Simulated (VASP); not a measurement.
Sc: single point with PBE

Crystal: Sc.

```
Sc
1.0
     3.31936    0.00000    0.00000
    -1.65968    2.87465    0.00000
     0.00000    0.00000    5.18426
Sc
2
Cartesian
  0.0000 1.9164 1.2961
  1.6597 0.9582 3.8882
```

| Property | Result |
| --- | --- |
| Program | VASP 6.6.1 |
| Task | single point |
| Functional | PBE |
| Potentials or basis | VASP PAW PBE potentials, release 64 (Sc_sv) |
| Cutoff | 520 eV |
| k mesh | 11 × 11 × 6 |
| Occupations | fermi-dirac, width 0.6 eV |
| Spin | no spin polarisation |
| Dipole correction | no |
| Further INCAR settings | ALGO = Normal; EDIFF = 1e-06; NBANDS = 18 |

```
Pressure               : 4.0 GPa
Band gap on the k mesh : zero (band 11 reaches 4.76 eV, above the bottom of band 12 at 3.27 eV)
```

Stress tensor (GPa, compression positive):
```
3.15 0.00 0.00
0.00 3.15 0.00
0.00 0.00 5.57
```

Levels at points of the mesh, in eV from the Fermi level:
```csv
k point,band 8,band 9,band 10,band 11,band 12,band 13
"(0.00, 0.00, 0.00)",-27.59,-5.15,-1.61,0.56,1.71,1.71
"(0.00, 0.00, 0.50)",-27.65,-3.61,-3.61,1.05,1.05,1.63
```

It took 110 s on 1 thread of Intel Xeon 8259CL, with other jobs on the host, peak memory 0.2 GiB.
